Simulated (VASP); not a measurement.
# BaTiO3 (Amm2) in VASP: notebook

The runs below take BaTiO3 through single point, with PBE+U.

Program: VASP 6.6.1. These are calculated values, not measurements. Logs are shortened: lines on timing, memory, paths and dates and some standing lists are left out, and cuts for length are marked.

## (1) The cell of the first run

The structure is orthorhombic, space group Amm2 (No. 38). Conventional cell: a = 4.167 Å, b = 5.977 Å, c = 5.635 Å, α = 90.00°, β = 90.00°, γ = 90.00°. Within 3.7 Å of Ba (site symmetry mm2) lie 12 O at 2.72 to 2.99 Å and 8 Ti at 3.44 to 3.64 Å. Ti (site symmetry mm2) has 6 O at 1.89 to 2.23 Å within 2.5 Å. O (site symmetry m) has 2 Ti at 1.89 to 2.23 Å within 2.5 Å. O (site symmetry mm2) has 2 Ti at 2.09 Å and 4 Ba at 2.72 to 2.99 Å and 8 O at 2.89 to 2.96 Å within 3.0 Å.

## (2) Single point, PBE+U (biaxial strain in the a-b plane: +4.0 %)

The input, INCAR:

```
SYSTEM = BaTiO3
ALGO     = Normal         ! electronic algorithm
EDIFF    = 1E-6           ! SCF threshold, eV
ENCUT    = 520            ! plane-wave cutoff, eV
GGA      = PE             ! functional
ISIF     = 2              ! what is computed and relaxed
ISMEAR   = 0              ! smearing method
LASPH    = .True.         ! aspherical terms in the spheres
LCHARG   = .False.        ! write CHGCAR
LDAU     = .True.         ! DFT+U
LDAUJ    = 0 0 0        
LDAUL    = -1 2 -1        ! shell
LDAUPRINT= 1            
LDAUTYPE = 2            
LDAUU    = 0 4 0          ! U, eV
LMAXMIX  = 4              ! l up to which the mixer works
LREAL    = .False.        ! projectors in reciprocal space
LWAVE    = .False.        ! write WAVECAR
NBANDS   = 51             ! bands
NELM     = 150            ! most SCF steps
PREC     = Accurate       ! precision mode
SIGMA    = 0.02           ! smearing width, eV
```

The input, KPOINTS:

```
k-points
0
Gamma
  6 4 4
  0 0 0
```

The input, POSCAR:

```
BaTiO3
1.0
    4.1674692309      0.0000000000      0.0000000000
    0.0000000000      5.9770776322      0.0000000000
    0.0000000000      0.0000000000      5.6353873991
Ba Ti O
2 2 6
Direct
    0.0000000000      0.5000000000      0.5058156610
    0.0000000000      0.0000000000      0.0058156610
    0.5000000000      0.5000000000      0.0190568882
    0.5000000000      0.0000000000      0.5190568882
    0.5000000000      0.7424549481      0.2331637311
    0.5000000000      0.2575450519      0.2331637311
    0.0000000000      0.5000000000      0.9886999886
    0.5000000000      0.2424549481      0.7331637311
    0.5000000000      0.7575450519      0.7331637311
    0.0000000000      0.0000000000      0.4886999886
```

Potentials or basis: VASP PAW PBE potentials, release 64 (Ba_sv, Ti_sv, O).

Launch:

```console
$ cat potpaw_PBE.64/Ba_sv/POTCAR potpaw_PBE.64/Ti_sv/POTCAR potpaw_PBE.64/O/POTCAR > POTCAR
$ mpirun -np 1 vasp_std > vasp.out
```

OUTCAR:

```text
SYSTEM = BaTiO3
   EDIFF = 1E-6
   ENCUT = 520
   GGA = PE
   ISIF = 2
   ISMEAR = 0
   LASPH = .True.
   LREAL = .False.
   NELM = 150
   PREC = Accurate

 ion  position               nearest neighbor table
   1  0.000  0.500  0.506-   7 2.72   8 2.89   9 2.89   8 2.89   9 2.89   7 2.91   5 2.97   6 2.97
                             5 2.97   6 2.97  10 2.99  10 2.99   3 3.44   3 3.44   3 3.56   3 3.56
   2  0.000  0.000  0.006-  10 2.72   6 2.89   5 2.89   5 2.89   6 2.89  10 2.91   8 2.97   9 2.97
                             8 2.97   9 2.97   7 2.99   7 2.99   4 3.44   4 3.44   4 3.56   4 3.56
   3  0.500  0.500  0.019-   5 1.89   6 1.89   7 2.09   7 2.09   9 2.23   8 2.23   1 3.44   1 3.44
                             1 3.56   1 3.56   2 3.64   2 3.64   2 3.64   2 3.64
   4  0.500  0.000  0.519-   8 1.89   9 1.89  10 2.09  10 2.09   5 2.23   6 2.23   2 3.44   2 3.44
                             2 3.56   2 3.56   1 3.64   1 3.64   1 3.64   1 3.64
   5  0.500  0.742  0.233-   3 1.89   4 2.23   2 2.89   2 2.89   1 2.97   1 2.97
   6  0.500  0.258  0.233-   3 1.89   4 2.23   2 2.89   2 2.89   1 2.97   1 2.97
   7  0.000  0.500  0.989-   3 2.09   3 2.09   1 2.72   1 2.91   2 2.99   2 2.99
   8  0.500  0.242  0.733-   4 1.89   3 2.23   1 2.89   1 2.89   2 2.97   2 2.97
   9  0.500  0.758  0.733-   4 1.89   3 2.23   1 2.89   1 2.89   2 2.97   2 2.97
  10  0.000  0.000  0.489-   4 2.09   4 2.09   2 2.72   2 2.91   1 2.99   1 2.99

  LATTYP: Found a simple orthorhombic cell.
 ALAT       =     4.1674692309
 B/A-ratio  =     1.3522325150
 C/A-ratio  =     1.4342223784

  Lattice vectors:

 A1 = (  -4.1674692309,   0.0000000000,   0.0000000000)
 A2 = (   0.0000000000,   0.0000000000,   5.6353873991)
 A3 = (   0.0000000000,   5.9770776322,   0.0000000000)

Analysis of symmetry for initial positions (statically):
=====================================================================
 Subroutine PRICEL returns following result:

  LATTYP: Found a base centered orthorhombic cell.
 ALAT       =     5.6353873991
 B/A-ratio  =     1.0606329625
 C/A-ratio  =     0.7395177892

  Lattice vectors:
[... 245 lines left out ...]
  o =  0.1031  v =  0.0000  0.0000  0.0000  0.0000  0.0000  0.0000  0.0000 -0.0000  1.0000 -0.0000      0.0000  0.0000  0.0000  0.0000  0.0000  0.0000  0.0000  0.0000  0.0000  0.0000
  o =  0.1055  v =  1.0000  0.0000  0.0000  0.0000  0.0000  0.0000  0.0000  0.0000  0.0000  0.0000      0.0000  0.0000  0.0000  0.0000  0.0000  0.0000  0.0000  0.0000  0.0000  0.0000
  o =  0.1055  v =  0.0000  0.0000  0.0000  0.0000  0.0000  1.0000  0.0000  0.0000  0.0000  0.0000      0.0000  0.0000  0.0000  0.0000  0.0000  0.0000  0.0000  0.0000  0.0000  0.0000
  o =  0.1199  v =  0.0000  0.0000  0.0000  0.0000  0.0000  0.0000  0.0000 -0.9326 -0.0000 -0.3608      0.0000  0.0000  0.0000  0.0000  0.0000  0.0000  0.0000  0.0000  0.0000  0.0000
  o =  0.1199  v =  0.0000  0.0000 -0.9326 -0.0000 -0.3608  0.0000  0.0000  0.0000  0.0000  0.0000      0.0000  0.0000  0.0000  0.0000  0.0000  0.0000  0.0000  0.0000  0.0000  0.0000
  o =  0.2191  v =  0.0000  0.0000  0.3608 -0.0000 -0.9326  0.0000  0.0000  0.0000  0.0000  0.0000      0.0000  0.0000  0.0000  0.0000  0.0000  0.0000  0.0000  0.0000  0.0000  0.0000
  o =  0.2191  v =  0.0000  0.0000  0.0000  0.0000  0.0000  0.0000  0.0000  0.3608 -0.0000 -0.9326      0.0000  0.0000  0.0000  0.0000  0.0000  0.0000  0.0000  0.0000  0.0000  0.0000
  o =  0.2430  v =  0.0000  0.0000  0.0000  0.0000  0.0000  0.0000 -1.0000  0.0000  0.0000 -0.0000      0.0000  0.0000  0.0000  0.0000  0.0000  0.0000  0.0000  0.0000  0.0000  0.0000
  o =  0.2430  v =  0.0000 -1.0000  0.0000  0.0000 -0.0000  0.0000  0.0000  0.0000  0.0000  0.0000      0.0000  0.0000  0.0000  0.0000  0.0000  0.0000  0.0000  0.0000  0.0000  0.0000

 number of electron      80.0000010 magnetization

 Free energy of the ion-electron system (eV)
  ---------------------------------------------------
  ext. energy  EPLUGINS =         0.00000000
  ---------------------------------------------------
  free energy    TOTEN  =       -74.33401530 eV

  energy without entropy =      -74.33401530  energy(sigma->0) =      -74.33401530

 E-fermi :   3.5565     XC(G=0): -10.7781

 val. band max:        3.3281258097   @ k =   0.5000   0.0000   0.0000
 cond. band min:       5.6869066405   @ k =   0.0000   0.0000   0.0000
 fundamental gap:      2.3587808308
 Fermi energy:         3.5565021007

 k-point     1 :       0.0000    0.0000    0.0000
  band No.  band energies     occupation
      1     -54.5281      2.00000
      2     -54.5270      2.00000
      3     -30.7619      2.00000
      4     -30.7354      2.00000
      5     -30.6922      2.00000
      6     -30.6659      2.00000
[... 1285 lines left out ...]
     50       9.8209      0.00000
     51      10.5751      0.00000

 [... further k-points ...]

------------------------ aborting loop because EDIFF is reached ----------------------------------------

  FORCE on cell =-STRESS in cart. coord.  units (eV):
  Direction    XX          YY          ZZ          XY          YZ          ZX
  --------------------------------------------------------------------------------------
  -------------------------------------------------------------------------------------
  Total       -6.5201268     -6.9740184      3.9898621      0.0000000      0.0000000      0.0000000
  in kB      -74.4186089    -79.5991808     45.5389893      0.0000000      0.0000000      0.0000000
  external PRESSURE =     -36.1596001 kB  Pullay stress =       0.0000000 kB

 VOLUME and BASIS-vectors are now :
 -----------------------------------------------------------------------------
  energy-cutoff  :      520.00
  volume of cell :      140.37
      direct lattice vectors                 reciprocal lattice vectors
     4.167469231  0.000000000  0.000000000     0.239953781  0.000000000  0.000000000
     0.000000000  5.977077632  0.000000000     0.000000000  0.167305841  0.000000000
     0.000000000  0.000000000  5.635387399     0.000000000  0.000000000  0.177450090

 POSITION                                       TOTAL-FORCE (eV/Angst)
 -----------------------------------------------------------------------------------
      0.00000      2.98854      2.85047        -0.000000     -0.000000     -0.065779
      0.00000      0.00000      0.03277        -0.000000     -0.000000     -0.065779
      2.08373      2.98854      0.10739         0.000000      0.000000     -0.586857
      2.08373      0.00000      2.92509         0.000000      0.000000     -0.586857
      2.08373      4.43771      1.31397        -0.000000      0.209639      0.268794
      2.08373      1.53937      1.31397         0.000000     -0.209639      0.268794
      0.00000      2.98854      5.57171        -0.000000      0.000000      0.115047
      2.08373      1.44917      4.13166         0.000000      0.209639      0.268794
      2.08373      4.52791      4.13166        -0.000000     -0.209639      0.268794
      0.00000      0.00000      2.75401        -0.000000      0.000000      0.115047
 -----------------------------------------------------------------------------------
    total drift:                                0.000000      0.000000     -0.001021

  FREE ENERGIE OF THE ION-ELECTRON SYSTEM (eV)
  ---------------------------------------------------
  free  energy   TOTEN  =       -74.3340153000 eV

  energy  without entropy=      -74.3340153000  energy(sigma->0) =      -74.33401530
```

OSZICAR:

```text
N       E                     dE             d eps       ncg     rms          rms(c)
DAV:   1     0.999199793141E+03    0.99920E+03   -0.39687E+04  3672   0.168E+03
[... 11 lines left out ...]
DAV:  13    -0.743340550568E+02    0.12098E-02   -0.64733E-03  5484   0.594E-01    0.116E-01
DAV:  14    -0.743340484790E+02    0.65778E-05   -0.79932E-04  4685   0.182E-01    0.592E-02
DAV:  15    -0.743340249399E+02    0.23539E-04   -0.10810E-04  4776   0.452E-02    0.311E-02
DAV:  16    -0.743340149934E+02    0.99466E-05   -0.49968E-05  5331   0.456E-02    0.542E-03
DAV:  17    -0.743340168629E+02   -0.18695E-05   -0.72278E-06  4622   0.240E-02    0.981E-03
DAV:  18    -0.743340154004E+02    0.14624E-05   -0.14166E-06  2867   0.128E-02    0.271E-03
DAV:  19    -0.743340153000E+02    0.10048E-06   -0.51598E-07  2272   0.421E-03
   1 F= -.74334015E+02 E0= -.74334015E+02  d E =-.277217E-60
```

stdout:

```text
POSCAR found type information on POSCAR BaTiO
 POSCAR found :  3 types and      10 ions
 scaLAPACK will be used
 LDA part: xc-table for (Slater+PW92), standard interpolation
 POSCAR, INCAR and KPOINTS ok, starting setup
 FFT: planning ... GRIDC
 FFT: planning ... GRID_SOFT
 FFT: planning ... GRID
 WAVECAR not read
 entering main loop
```

Wall time 3.8 min (1 thread of Intel Xeon Platinum 8375C at 2.90GHz (Ice Lake), shared host); peak memory 0.37 GiB.

Results:

```yaml
Free_energy: -74.3340 eV
Pressure: -3.6 GPa
Largest_force: 0.587 eV/Å
Band_gap_on_the_k_mesh: 2.36 eV
```

Forces in eV/Å, atoms in the order of the input:
```
Ba   0.000  0.000 -0.066
Ba   0.000  0.000 -0.066
Ti   0.000  0.000 -0.587
Ti   0.000  0.000 -0.587
O    0.000  0.210  0.269
O    0.000 -0.210  0.269
O    0.000  0.000  0.115
O    0.000  0.210  0.269
O    0.000 -0.210  0.269
O    0.000  0.000  0.115
```

Eigenvalues of the final occupation matrices:
| site | spin | trace | eigenvalues |
| --- | --- | --- | --- |
| site 3 d | 1 | 0.79 | 0.10 0.11 0.12 0.22 0.24 |
| site 3 d | 2 | 0.79 | 0.10 0.11 0.12 0.22 0.24 |
| site 4 d | 1 | 0.79 | 0.10 0.11 0.12 0.22 0.24 |
| site 4 d | 2 | 0.79 | 0.10 0.11 0.12 0.22 0.24 |

Caveat: the cell differs from its parent crystal (biaxial strain in the a-b plane: +4.0 %); the cell stands under tension; spin-orbit coupling is left out, which moves the levels of the heavy elements.

(Part 1 of 2 ends here.)
